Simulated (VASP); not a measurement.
# ZnTe3O (Pm-3m) in VASP: single point with PBE

Aim: the single point of ZnTe3O with PBE.

All numbers are computed with VASP 6.6.1; they aren't measurements. Logs are shortened: lines on timing, memory, paths and dates and some standing lists are left out, and cuts for length are marked.

**1. The cell of the first run**

It takes space group Pm-3m (No. 221, cubic). Conventional cell: a = 4.690 Å, b = 4.690 Å, c = 4.690 Å, α = 90.00°, β = 90.00°, γ = 90.00°. Zn (site symmetry m-3m) has 6 Te at 2.34 Å within 3.1 Å. Te (site symmetry 4/mmm) has 2 Zn at 2.34 Å within 3.1 Å. O (site symmetry m-3m) has 12 Te at 3.32 Å and 8 Zn at 4.06 Å within 4.4 Å.

**2. Single point, PBE**

Contents of INCAR:

```
SYSTEM = ZnTe3O
  ALGO = Normal
  EDIFF = 1E-6
  ENCUT = 520
  GGA = PE
  ISIF = 2
  ISMEAR = 0
  LASPH = .True.
  LCHARG = .False.
  LREAL = .False.
  LWAVE = .False.
  NBANDS = 26
  NELM = 60
  PREC = Accurate
  SIGMA = 0.1
```

Contents of KPOINTS:

```
k-points
0
Gamma
  4 4 4
  0 0 0
```

Contents of POSCAR:

```
ZnTe3O
1.0
    4.6898526100      0.0000000000      0.0000000000
    0.0000000000      4.6898526100      0.0000000000
    0.0000000000      0.0000000000      4.6898526100
Zn Te O
1 3 1
Direct
    0.0000000000      0.0000000000      0.0000000000
    0.5000000000      0.0000000000      0.0000000000
    0.0000000000      0.5000000000      0.0000000000
    0.0000000000      0.0000000000      0.5000000000
    0.5000000000      0.5000000000      0.5000000000
```

Potentials or basis: VASP PAW PBE potentials, release 64 (Zn, Te, O).

Run with:

```bash
$ cat potpaw_PBE.64/Zn/POTCAR potpaw_PBE.64/Te/POTCAR potpaw_PBE.64/O/POTCAR > POTCAR
$ mpirun -np 1 vasp_std > vasp.out
```

OUTCAR:

```text
SYSTEM = ZnTe3O
   EDIFF = 1E-6
   ENCUT = 520
   GGA = PE
   ISIF = 2
   ISMEAR = 0
   LASPH = .True.
   LREAL = .False.
   NELM = 60
   PREC = Accurate

 ion  position               nearest neighbor table
   1  0.000  0.000  0.000-   2 2.34   3 2.34   4 2.34   4 2.34   3 2.34   2 2.34
   2  0.500  0.000  0.000-   1 2.34   1 2.34   4 3.32   4 3.32   3 3.32   3 3.32   3 3.32   4 3.32
                             4 3.32   3 3.32
   3  0.000  0.500  0.000-   1 2.34   1 2.34   4 3.32   4 3.32   2 3.32   2 3.32   4 3.32   4 3.32
                             2 3.32   2 3.32
   4  0.000  0.000  0.500-   1 2.34   1 2.34   3 3.32   2 3.32   2 3.32   3 3.32   3 3.32   3 3.32
                             2 3.32   2 3.32
   5  0.500  0.500  0.500-

  LATTYP: Found a simple cubic cell.
 ALAT       =     4.6898526100

  Lattice vectors:

 A1 = (   4.6898526100,   0.0000000000,   0.0000000000)
 A2 = (   0.0000000000,   4.6898526100,   0.0000000000)
 A3 = (   0.0000000000,   0.0000000000,   4.6898526100)

Analysis of symmetry for initial positions (statically):
=====================================================================
 Subroutine PRICEL returns:
 Original cell was already a primitive cell.

 Routine SETGRP: Setting up the symmetry group for a
 simple cubic supercell.

 Subroutine GETGRP returns: Found 48 space group operations
 (whereof 48 operations were pure point group operations)
 out of a pool of 48 trial point group operations.

The static configuration has the point symmetry O_h .

Analysis of symmetry for dynamics (positions and initial velocities):
=====================================================================
 Subroutine PRICEL returns:
 Original cell was already a primitive cell.

 Routine SETGRP: Setting up the symmetry group for a
 simple cubic supercell.

 Subroutine GETGRP returns: Found 48 space group operations
 (whereof 48 operations were pure point group operations)
 out of a pool of 48 trial point group operations.

The dynamic configuration has the point symmetry O_h .

 Subroutine INISYM returns: Found 48 space group operations
 (whereof 48 operations are pure point group operations),
 and found     1 'primitive' translations

----------------------------------------------------------------------------------------

                                     Primitive cell

  volume of cell :     103.1520

  direct lattice vectors                    reciprocal lattice vectors
     4.689852610  0.000000000  0.000000000     0.213226317  0.000000000  0.000000000
     0.000000000  4.689852610  0.000000000     0.000000000  0.213226317  0.000000000
     0.000000000  0.000000000  4.689852610     0.000000000  0.000000000  0.213226317

  length of vectors
     4.689852610  4.689852610  4.689852610     0.213226317  0.213226317  0.213226317

  position of ions in fractional coordinates (direct lattice)
     0.000000000  0.000000000  0.000000000
     0.500000000  0.000000000  0.000000000
     0.000000000  0.500000000  0.000000000
     0.000000000  0.000000000  0.500000000
     0.500000000  0.500000000  0.500000000

  ion indices of the primitive-cell ions
   primitive index   ion index
                 1           1
                 2           2
                 3           3
                 4           4
                 5           5

----------------------------------------------------------------------------------------

 KPOINTS: k-points

Automatic generation of k-mesh.
 Grid dimensions read from file:
 generate k-points for:    4    4    4

 Generating k-lattice:

  Cartesian coordinates                     Fractional coordinates (reciprocal lattice)
     0.053306579  0.000000000  0.000000000     0.250000000  0.000000000  0.000000000
     0.000000000  0.053306579  0.000000000     0.000000000  0.250000000  0.000000000
     0.000000000  0.000000000  0.053306579     0.000000000  0.000000000  0.250000000

  Length of vectors
     0.053306579  0.053306579  0.053306579

  Shift w.r.t. Gamma in fractional coordinates (k-lattice)
     0.000000000  0.000000000  0.000000000

 Subroutine IBZKPT returns following result:
 ===========================================

 Found     10 irreducible k-points:

 Following reciprocal coordinates:
            Coordinates               Weight
  0.000000  0.000000  0.000000      1.000000
  0.250000  0.000000  0.000000      6.000000
  0.500000  0.000000  0.000000      3.000000
  0.250000  0.250000  0.000000     12.000000
  0.500000  0.250000  0.000000     12.000000
  0.500000  0.500000  0.000000      3.000000
  0.250000  0.250000  0.250000      8.000000
  0.500000  0.250000  0.250000     12.000000
  0.500000  0.500000  0.250000      6.000000
  0.500000  0.500000  0.500000      1.000000
   k-points           NKPTS =     10   k-points in BZ     NKDIM =     10   number of bands    NBANDS=     26
   number of dos      NEDOS =    301   number of ions     NIONS =      5
   total plane-waves  NPLWV =  46656
   dimension x,y,z NGX =    36 NGY =   36 NGZ =   36
   dimension x,y,z NGXF=    72 NGYF=   72 NGZF=   72
   ions per type =               1   3   1
   NGX,Y,Z   is equivalent  to a cutoff of  12.76, 12.76, 12.76 a.u.
   NGXF,Y,Z  is equivalent  to a cutoff of  25.52, 25.52, 25.52 a.u.
 SYSTEM =  ZnTe3O
   PREC   = accura    normal or accurate (medium, high low for compatibility)
   ISTART =      0    job   : 0-new  1-cont  2-samecut
   ICHARG =      2    charge: 1-file 2-atom 10-const
   ISPIN  =      1    spin polarized calculation?
   LNONCOLLINEAR =      F non collinear calculations
   LSORBIT =      F    spin-orbit coupling
   LASPH  =      T    aspherical Exc in radial PAW
   ENCUT  =  520.0 eV  38.22 Ry    6.18 a.u.   8.72  8.72  8.72*2*pi/ulx,y,z
   NELM   =     60;   NELMIN=  2; NELMDL= -5     # of ELM steps
   EDIFF  = 0.1E-05   stopping-criterion for ELM
   LREAL  =      F    real-space projection
   EDIFFG = 0.1E-04   stopping-criterion for IOM
   NSW    =      0    number of steps for IOM
   IBRION =     -1    ionic relax: 0-MD 1-quasi-New 2-CG
   NFREE  =      0    steps in history (QN), initial steepest desc. (CG)
   ISIF   =      2    stress and relaxation
   ISYM   =      2    0-nonsym 1-usesym 2-fastsym
   POTIM  = 0.5000    time-step for ionic-motion
   TEBEG  =    0.0;   TEEND  =   0.0 temperature during run
   PSTRESS=    0.0 pullay stress
   NELECT =      36.0000    total number of electrons
   NUPDOWN=      -1.0000    fix difference up-down
   EMIN   =  10.00;   EMAX   =-10.00  energy-range for DOS
   EFERMI =   0.00;   METHOD = LEGACY
   ISMEAR =     0;   SIGMA  =   0.10  broadening in eV -4-tet -1-fermi 0-gaus
   EFERMI_NEDOS =   21; number of points for ismear=-14 and -15
   IALGO  =     38    algorithm
   IMIX   =      4    mixing-type and parameters
     AMIX     =   0.40;   BMIX     =  1.00
     AMIX_MAG =   1.60;   BMIX_MAG =  1.00
  volume/ion in A,a.u.               =      20.63       139.22
  Fermi-wavevector in a.u.,A,eV,Ry     =   1.152612  2.178121 18.075536  1.328514
  Thomas-Fermi vector in A             =   2.289262
   LORBIT       =      0    0 simple, 1 ext, 2 COOP (PROOUT), +10 PAW based schemes
   GGA     = PE    functional components
   LHFCALC =     F    Hartree Fock is set to
   AEXX    =    0.0000 exact exchange contribution
   IVDW    =     0    specifies the selected vdW correction
   LEPSILON=     F    determine dielectric tensor
   LRPA    =     F    only Hartree local field effects (RPA)
 non-spin polarized calculation
 Gauss-broadening in eV      SIGMA  =   0.10
  energy-cutoff  :      520.00
  volume of cell :      103.15
 maximum number of plane-waves:      2801
 NGX is ok and might be reduce to    36
   NGX = 17   NGY = 17   NGZ = 17

 number of electron      35.9999972 magnetization

 Free energy of the ion-electron system (eV)
  ---------------------------------------------------
  ext. energy  EPLUGINS =         0.00000000
  ---------------------------------------------------
  free energy    TOTEN  =        -8.66271920 eV

  energy without entropy =       -8.64637607  energy(sigma->0) =       -8.65454763

 E-fermi :   6.9050     XC(G=0): -10.4094

 val. band max:        6.9018014818   @ k =   0.5000   0.5000   0.5000
 cond. band min:       7.0524719818   @ k =   0.5000   0.2500   0.2500
 fundamental gap:      0.1506705000
 Fermi energy:         6.9049502573

 k-point     1 :       0.0000    0.0000    0.0000
  band No.  band energies     occupation
      1      -8.8848      2.00000
      2      -7.6268      2.00000
      3      -4.6691      2.00000
      4      -4.6691      2.00000
      5      -2.3145      2.00000
      6      -2.3145      2.00000
[... 18 lines left out ...]
     25      12.0645      0.00000
     26      12.7721      0.00000

 k-point     2 :       0.2500    0.0000    0.0000
  band No.  band energies     occupation
      1      -8.7394      2.00000
      2      -7.5012      2.00000
      3      -4.9134      2.00000
      4      -4.6467      2.00000
      5      -2.3636      2.00000
      6      -2.3636      2.00000
[... 18 lines left out ...]
     25      13.8581      0.00000
     26      13.8581      0.00000

 k-point     3 :       0.5000    0.0000    0.0000
  band No.  band energies     occupation
      1      -8.5918      2.00000
      2      -7.2880      2.00000
      3      -5.3133      2.00000
      4      -4.6241      2.00000
      5      -2.9782      2.00000
      6      -2.4087      2.00000
[... 18 lines left out ...]
     25      14.0724      0.00000
     26      15.1391      0.00000

 k-point     4 :       0.2500    0.2500    0.0000
  band No.  band energies     occupation
      1      -8.6487      2.00000
      2      -7.2814      2.00000
      3      -4.9583      2.00000
      4      -4.7617      2.00000
      5      -2.4268      2.00000
      6      -2.3818      2.00000
[... 18 lines left out ...]
     25      14.1523      0.00000
     26      14.5536      0.00000

 k-point     5 :       0.5000    0.2500    0.0000
  band No.  band energies     occupation
      1      -8.5643      2.00000
      2      -6.9230      2.00000
      3      -5.2860      2.00000
      4      -4.7798      2.00000
      5      -2.9805      2.00000
      6      -2.4694      2.00000
[... 18 lines left out ...]
     25      14.6560      0.00000
     26      15.2663      0.00000

 k-point     6 :       0.5000    0.5000    0.0000
  band No.  band energies     occupation
      1      -8.5363      2.00000
      2      -6.2802      2.00000
      3      -5.2567      2.00000
      4      -5.2567      2.00000
      5      -3.0335      2.00000
      6      -2.9586      2.00000
[... 18 lines left out ...]
     25      14.4225      0.00000
     26      15.0155      0.00000

 k-point     7 :       0.2500    0.2500    0.2500
  band No.  band energies     occupation
      1      -8.5946      2.00000
      2      -7.0010      2.00000
      3      -4.8945      2.00000
      4      -4.8945      2.00000
      5      -2.4391      2.00000
      6      -2.4391      2.00000
[... 18 lines left out ...]
     25      13.9484      0.00000
     26      14.4093      0.00000

 k-point     8 :       0.5000    0.2500    0.2500
  band No.  band energies     occupation
      1      -8.5449      2.00000
      2      -6.5447      2.00000
      3      -5.2231      2.00000
      4      -4.8278      2.00000
      5      -2.9831      2.00000
      6      -2.4764      2.00000
[... 18 lines left out ...]
     25      14.0479      0.00000
     26      15.4369      0.00000

 k-point     9 :       0.5000    0.5000    0.2500
  band No.  band energies     occupation
      1      -8.5252      2.00000
      2      -5.8485      2.00000
      3      -5.1551      2.00000
      4      -5.1551      2.00000
      5      -3.0489      2.00000
      6      -2.9583      2.00000
[... 18 lines left out ...]
     25      13.4425      0.00000
     26      15.9414      0.00000

 k-point    10 :       0.5000    0.5000    0.5000
  band No.  band energies     occupation
      1      -8.5142      2.00000
      2      -5.0432      2.00000
      3      -5.0432      2.00000
      4      -5.0432      2.00000
      5      -3.4235      2.00000
      6      -2.9581      2.00000
[... 18 lines left out ...]
     25      12.0170      0.00000
     26      15.8140      0.00000

------------------------ aborting loop because EDIFF is reached ----------------------------------------

  FORCE on cell =-STRESS in cart. coord.  units (eV):
  Direction    XX          YY          ZZ          XY          YZ          ZX
  --------------------------------------------------------------------------------------
  -------------------------------------------------------------------------------------
  Total       16.5490669     16.5490669     16.5490669      0.0000000      0.0000000     -0.0000000
  in kB      257.0434324    257.0434324    257.0434324      0.0000000      0.0000000     -0.0000000
  external PRESSURE =     257.0434324 kB  Pullay stress =       0.0000000 kB

 VOLUME and BASIS-vectors are now :
 -----------------------------------------------------------------------------
  energy-cutoff  :      520.00
  volume of cell :      103.15
      direct lattice vectors                 reciprocal lattice vectors
     4.689852610  0.000000000  0.000000000     0.213226317  0.000000000  0.000000000
     0.000000000  4.689852610  0.000000000     0.000000000  0.213226317  0.000000000
     0.000000000  0.000000000  4.689852610     0.000000000  0.000000000  0.213226317

 POSITION                                       TOTAL-FORCE (eV/Angst)
 -----------------------------------------------------------------------------------
      0.00000      0.00000      0.00000         0.000000      0.000000      0.000000
      2.34493      0.00000      0.00000         0.000000      0.000000      0.000000
      0.00000      2.34493      0.00000         0.000000      0.000000      0.000000
      0.00000      0.00000      2.34493         0.000000      0.000000      0.000000
      2.34493      2.34493      2.34493         0.000000      0.000000      0.000000
 -----------------------------------------------------------------------------------
    total drift:                                0.000000      0.000000      0.000000

  FREE ENERGIE OF THE ION-ELECTRON SYSTEM (eV)
  ---------------------------------------------------
  free  energy   TOTEN  =        -8.6627191951 eV

  energy  without entropy=       -8.6463760660  energy(sigma->0) =       -8.65454763
```

Run time: 29 s. Hardware: 1 thread of Intel Xeon 6975P-C, shared host; peak memory 0.22 GiB.

What came out:

```
Free energy            : -8.6627 eV
Pressure               : 25.7 GPa
Band gap on the k mesh : zero (band 18 reaches 8.64 eV, above the bottom of band 19 at 6.46 eV)
```

Caveat: spin-orbit coupling is left out, which moves the levels of the heavy elements.
